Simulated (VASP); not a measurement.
# Mo in VASP: single point with PBE

Aim: the single point of Mo with PBE.

Everything below comes from runs of VASP 6.6.1. Logs are shortened: lines on timing, memory, paths and dates and some standing lists are left out, and cuts for length are marked.

## 1. The cell of the first run

The cell holds a slab with vacuum, 9 atoms: a = 3.160 Å, b = 3.160 Å, c = 24.640 Å, α = 90.00°, β = 90.00°, γ = 90.00°.

## 2. Single point, PBE

Input file INCAR:

```
ALGO     = Normal         # electronic algorithm
EDIFF    = 1E-7           # SCF threshold, eV
ENCUT    = 520            # plane-wave cutoff, eV
GGA      = PE             # functional
ISIF     = 2              # what is computed and relaxed
ISMEAR   = 1              # smearing method
LASPH    = True           # aspherical terms in the spheres
LCHARG   = True           # write CHGCAR
LELF     = True           # ELF
LREAL    = False          # projectors in reciprocal space
LVHAR    = True         
LWAVE    = False          # write WAVECAR
NBANDS   = 73             # bands
NELM     = 60             # most SCF steps
PREC     = Accurate       # precision mode
SIGMA    = 0.1            # smearing width, eV
```

Input file KPOINTS:

```
k-points
0
Gamma
  16 16 1
```

Input file POSCAR:

```
Mo
1.0
    3.1600000000      0.0000000000      0.0000000000
    0.0000000000      3.1600000000      0.0000000000
    0.0000000000      0.0000000000     24.6400000000
Mo
9
Direct
    0.0000000000      0.0000000000      0.2501588405
    0.5000000000      0.5000000000      0.3061042805
    0.0000000000      0.0000000000      0.3721497598
    0.5000000000      0.5000000000      0.4360804107
    0.0000000000      0.0000000000      0.5000000000
    0.5000000000      0.5000000000      0.5639195893
    0.0000000000      0.0000000000      0.6278502402
    0.5000000000      0.5000000000      0.6938957195
    0.0000000000      0.0000000000      0.7498411595
```

Potentials or basis: VASP PAW PBE potentials, release 64 (Mo_sv).

Run with:

```sh
$ cat potpaw_PBE.64/Mo_sv/POTCAR > POTCAR
$ mpirun -np 1 vasp_std > vasp.out
```

OUTCAR:

```text
EDIFF = 1E-7
   ENCUT = 520
   GGA = PE
   ISIF = 2
   ISMEAR = 1
   LASPH = True
   LREAL = False
   NELM = 60
   PREC = Accurate

 ion  position               nearest neighbor table
   1  0.000  0.000  0.250-   2 2.63   2 2.63   2 2.63   2 2.63   3 3.01
   2  0.500  0.500  0.306-   1 2.63   1 2.63   1 2.63   1 2.63   3 2.76   3 2.76   3 2.76   3 2.76
                             4 3.20
   3  0.000  0.000  0.372-   4 2.73   4 2.73   4 2.73   4 2.73   2 2.76   2 2.76   2 2.76   2 2.76
                             1 3.01   5 3.15
   4  0.500  0.500  0.436-   5 2.73   5 2.73   5 2.73   5 2.73   3 2.73   3 2.73   3 2.73   3 2.73
                             6 3.15   2 3.20
   5  0.000  0.000  0.500-   4 2.73   6 2.73   4 2.73   6 2.73   4 2.73   6 2.73   4 2.73   6 2.73
                             3 3.15   7 3.15
   6  0.500  0.500  0.564-   5 2.73   5 2.73   5 2.73   5 2.73   7 2.73   7 2.73   7 2.73   7 2.73
                             4 3.15   8 3.20
   7  0.000  0.000  0.628-   6 2.73   6 2.73   6 2.73   6 2.73   8 2.76   8 2.76   8 2.76   8 2.76
                             9 3.01   5 3.15
   8  0.500  0.500  0.694-   9 2.63   9 2.63   9 2.63   9 2.63   7 2.76   7 2.76   7 2.76   7 2.76
                             6 3.20
   9  0.000  0.000  0.750-   8 2.63   8 2.63   8 2.63   8 2.63   7 3.01

  LATTYP: Found a simple tetragonal cell.
 ALAT       =     3.1600000000
 C/A-ratio  =     7.7974683544

  Lattice vectors:

 A1 = (   3.1600000000,   0.0000000000,   0.0000000000)
 A2 = (   0.0000000000,   3.1600000000,   0.0000000000)
 A3 = (   0.0000000000,   0.0000000000,  24.6400000000)

Analysis of symmetry for initial positions (statically):
=====================================================================
 Subroutine PRICEL returns:
 Original cell was already a primitive cell.

 Routine SETGRP: Setting up the symmetry group for a
 simple tetragonal supercell.

 Subroutine GETGRP returns: Found 16 space group operations
 (whereof 16 operations were pure point group operations)
 out of a pool of 16 trial point group operations.

The static configuration has the point symmetry D_4h.

Analysis of symmetry for dynamics (positions and initial velocities):
=====================================================================
 Subroutine PRICEL returns:
 Original cell was already a primitive cell.

 Routine SETGRP: Setting up the symmetry group for a
 simple tetragonal supercell.

 Subroutine GETGRP returns: Found 16 space group operations
 (whereof 16 operations were pure point group operations)
 out of a pool of 16 trial point group operations.

The dynamic configuration has the point symmetry D_4h.

 Subroutine INISYM returns: Found 16 space group operations
 (whereof 16 operations are pure point group operations),
 and found     1 'primitive' translations

----------------------------------------------------------------------------------------

                                     Primitive cell

  volume of cell :     246.0452

  direct lattice vectors                    reciprocal lattice vectors
     3.160000000  0.000000000  0.000000000     0.316455696  0.000000000  0.000000000
     0.000000000  3.160000000  0.000000000     0.000000000  0.316455696  0.000000000
     0.000000000  0.000000000 24.640000000     0.000000000  0.000000000  0.040584416

  length of vectors
     3.160000000  3.160000000 24.640000000     0.316455696  0.316455696  0.040584416

  position of ions in fractional coordinates (direct lattice)
     0.000000000  0.000000000  0.250158840
     0.500000000  0.500000000  0.306104281
     0.000000000  0.000000000  0.372149760
     0.500000000  0.500000000  0.436080411
     0.000000000  0.000000000  0.500000000
     0.500000000  0.500000000  0.563919589
     0.000000000  0.000000000  0.627850240
     0.500000000  0.500000000  0.693895719
     0.000000000  0.000000000  0.749841160

  ion indices of the primitive-cell ions
   primitive index   ion index
                 1           1
                 2           2
                 3           3
                 4           4
                 5           5
                 6           6
                 7           7
                 8           8
                 9           9

----------------------------------------------------------------------------------------

 KPOINTS: k-points

Automatic generation of k-mesh.
 Grid dimensions read from file:
 generate k-points for:   16   16    1

 Generating k-lattice:

  Cartesian coordinates                     Fractional coordinates (reciprocal lattice)
     0.019778481  0.000000000  0.000000000     0.062500000  0.000000000  0.000000000
     0.000000000  0.019778481  0.000000000     0.000000000  0.062500000  0.000000000
     0.000000000  0.000000000  0.040584416     0.000000000  0.000000000  1.000000000

  Length of vectors
     0.019778481  0.019778481  0.040584416

  Shift w.r.t. Gamma in fractional coordinates (k-lattice)
     0.000000000  0.000000000  0.000000000

 Subroutine IBZKPT returns following result:
 ===========================================

 Found     45 irreducible k-points:

 Following reciprocal coordinates:
            Coordinates               Weight
  0.000000  0.000000  0.000000      1.000000
  0.062500  0.000000  0.000000      4.000000
  0.125000  0.000000  0.000000      4.000000
  0.187500  0.000000  0.000000      4.000000
  0.250000  0.000000  0.000000      4.000000
  0.312500  0.000000  0.000000      4.000000
[... 16 lines left out ...]
  0.437500  0.125000  0.000000      8.000000
  0.500000  0.125000  0.000000      4.000000
 [... further k-points ...]
   k-points           NKPTS =     45   k-points in BZ     NKDIM =     45   number of bands    NBANDS=     73
   number of dos      NEDOS =    301   number of ions     NIONS =      9
   total plane-waves  NPLWV = 110592
   dimension x,y,z NGX =    24 NGY =   24 NGZ =  192
   dimension x,y,z NGXF=    48 NGYF=   48 NGZF=  384
   ions per type =               9
   NGX,Y,Z   is equivalent  to a cutoff of  12.63, 12.63, 12.95 a.u.
   NGXF,Y,Z  is equivalent  to a cutoff of  25.25, 25.25, 25.91 a.u.
 SYSTEM =  unknown system
   PREC   = accura    normal or accurate (medium, high low for compatibility)
   ISTART =      0    job   : 0-new  1-cont  2-samecut
   ICHARG =      2    charge: 1-file 2-atom 10-const
   ISPIN  =      1    spin polarized calculation?
   LNONCOLLINEAR =      F non collinear calculations
   LSORBIT =      F    spin-orbit coupling
   LASPH  =      T    aspherical Exc in radial PAW
   ENCUT  =  520.0 eV  38.22 Ry    6.18 a.u.   5.88  5.88 45.81*2*pi/ulx,y,z
   NELM   =     60;   NELMIN=  2; NELMDL= -5     # of ELM steps
   EDIFF  = 0.1E-06   stopping-criterion for ELM
   LREAL  =      F    real-space projection
   EDIFFG = 0.1E-05   stopping-criterion for IOM
   NSW    =      0    number of steps for IOM
   IBRION =     -1    ionic relax: 0-MD 1-quasi-New 2-CG
   NFREE  =      0    steps in history (QN), initial steepest desc. (CG)
   ISIF   =      2    stress and relaxation
   ISYM   =      2    0-nonsym 1-usesym 2-fastsym
   POTIM  = 0.5000    time-step for ionic-motion
   TEBEG  =    0.0;   TEEND  =   0.0 temperature during run
   PSTRESS=    0.0 pullay stress
   NELECT =     126.0000    total number of electrons
   NUPDOWN=      -1.0000    fix difference up-down
   EMIN   =  10.00;   EMAX   =-10.00  energy-range for DOS
   EFERMI =   0.00;   METHOD = LEGACY
   ISMEAR =     1;   SIGMA  =   0.10  broadening in eV -4-tet -1-fermi 0-gaus
   EFERMI_NEDOS =   21; number of points for ismear=-14 and -15
   IALGO  =     38    algorithm
   IMIX   =      4    mixing-type and parameters
     AMIX     =   0.40;   BMIX     =  1.00
     AMIX_MAG =   1.60;   BMIX_MAG =  1.00
  volume/ion in A,a.u.               =      27.34       184.49
  Fermi-wavevector in a.u.,A,eV,Ry     =   1.309765  2.475097 23.340583  1.715484
  Thomas-Fermi vector in A             =   2.440341
   LORBIT       =      0    0 simple, 1 ext, 2 COOP (PROOUT), +10 PAW based schemes
   GGA     = PE    functional components
   LHFCALC =     F    Hartree Fock is set to
   AEXX    =    0.0000 exact exchange contribution
   IVDW    =     0    specifies the selected vdW correction
   LEPSILON=     F    determine dielectric tensor
   LRPA    =     F    only Hartree local field effects (RPA)
 non-spin polarized calculation
 Methfessel and Paxton  Order N= 1 SIGMA  =   0.10
  energy-cutoff  :      520.00
  volume of cell :      246.05
 maximum number of plane-waves:      6728
 NGX is ok and might be reduce to    24
   NGX = 11   NGY = 11   NGZ = 91

 number of electron     126.0000013 magnetization

 Free energy of the ion-electron system (eV)
  ---------------------------------------------------
  ext. energy  EPLUGINS =         0.00000000
  ---------------------------------------------------
  free energy    TOTEN  =       -94.38742592 eV

  energy without entropy =      -94.38395693  energy(sigma->0) =      -94.38626959

 E-fermi :   5.5721     XC(G=0):  -8.5513

 val. band max:        5.5717165145   @ k =   0.3750   0.3125   0.0000
 cond. band min:       5.5729590301   @ k =   0.4375   0.3125   0.0000
 fundamental gap:      0.0012425156
 Fermi energy:         5.5720995551

 k-point     1 :       0.0000    0.0000    0.0000
  band No.  band energies     occupation
      1     -55.6759      2.00000
      2     -55.5940      2.00000
      3     -55.5419      2.00000
      4     -55.4045      2.00000
      5     -55.3725      2.00000
      6     -55.2976      2.00000
[... 65 lines left out ...]
     72       6.6664     -0.00000
     73       6.9810     -0.00000

 k-point     2 :       0.0625    0.0000    0.0000
  band No.  band energies     occupation
      1     -55.6716      2.00000
      2     -55.5903      2.00000
      3     -55.5394      2.00000
      4     -55.4021      2.00000
      5     -55.3710      2.00000
      6     -55.2987      2.00000
[... 1664 lines left out ...]
 k-point    24 :       0.5000    0.1250    0.0000
  band No.  band energies     occupation
      1     -55.5224      2.00000
      2     -55.4608      2.00000
      3     -55.4599      2.00000
      4     -55.3849      2.00000
      5     -55.3740      2.00000
      6     -55.3098      2.00000
[... 65 lines left out ...]
     72       7.3102     -0.00000
     73       7.4172     -0.00000

 [... further k-points ...]

------------------------ aborting loop because EDIFF is reached ----------------------------------------

  FORCE on cell =-STRESS in cart. coord.  units (eV):
  Direction    XX          YY          ZZ          XY          YZ          ZX
  --------------------------------------------------------------------------------------
  -------------------------------------------------------------------------------------
  Total       -2.5364258     -2.5364258      0.4574225      0.0000000      0.0000000     -0.0000000
  in kB      -16.5164942    -16.5164942      2.9786074      0.0000000      0.0000000     -0.0000000
  external PRESSURE =     -10.0181270 kB  Pullay stress =       0.0000000 kB

 VOLUME and BASIS-vectors are now :
 -----------------------------------------------------------------------------
  energy-cutoff  :      520.00
  volume of cell :      246.05
      direct lattice vectors                 reciprocal lattice vectors
     3.160000000  0.000000000  0.000000000     0.316455696  0.000000000  0.000000000
     0.000000000  3.160000000  0.000000000     0.000000000  0.316455696  0.000000000
     0.000000000  0.000000000 24.640000000     0.000000000  0.000000000  0.040584416

 POSITION                                       TOTAL-FORCE (eV/Angst)
 -----------------------------------------------------------------------------------
      0.00000      0.00000      6.16391         0.000000      0.000000     -0.047780
      1.58000      1.58000      7.54241         0.000000     -0.000000      0.015512
      0.00000      0.00000      9.16977        -0.000000     -0.000000     -0.002101
      1.58000      1.58000     10.74502        -0.000000      0.000000     -0.013612
      0.00000      0.00000     12.32000         0.000000      0.000000      0.000000
      1.58000      1.58000     13.89498         0.000000      0.000000      0.013612
      0.00000      0.00000     15.47023         0.000000     -0.000000      0.002101
      1.58000      1.58000     17.09759         0.000000     -0.000000     -0.015512
      0.00000      0.00000     18.47609        -0.000000      0.000000      0.047780
 -----------------------------------------------------------------------------------
    total drift:                                0.000000     -0.000000      0.000000

  FREE ENERGIE OF THE ION-ELECTRON SYSTEM (eV)
  ---------------------------------------------------
  free  energy   TOTEN  =       -94.3874259230 eV

  energy  without entropy=      -94.3839569269  energy(sigma->0) =      -94.38626959
```

Wall time 16 min (1 thread of Intel Xeon Platinum 8488C (Sapphire Rapids), shared host); peak memory 0.65 GiB.

What came out:

| Quantity | Value |
| --- | --- |
| Free energy | -94.3874 eV |
| Largest force | 0.048 eV/Å |
| Band gap on the k mesh | zero (bands 63 and 64 overlap by 1.77 eV) |

Forces in eV/Å, atoms in the order of the input:
```
Mo   0.000  0.000 -0.048
Mo   0.000  0.000  0.016
Mo   0.000  0.000 -0.002
Mo   0.000  0.000 -0.014
Mo   0.000  0.000  0.000
Mo   0.000  0.000  0.014
Mo   0.000  0.000  0.002
Mo   0.000  0.000 -0.016
Mo   0.000  0.000  0.048
```
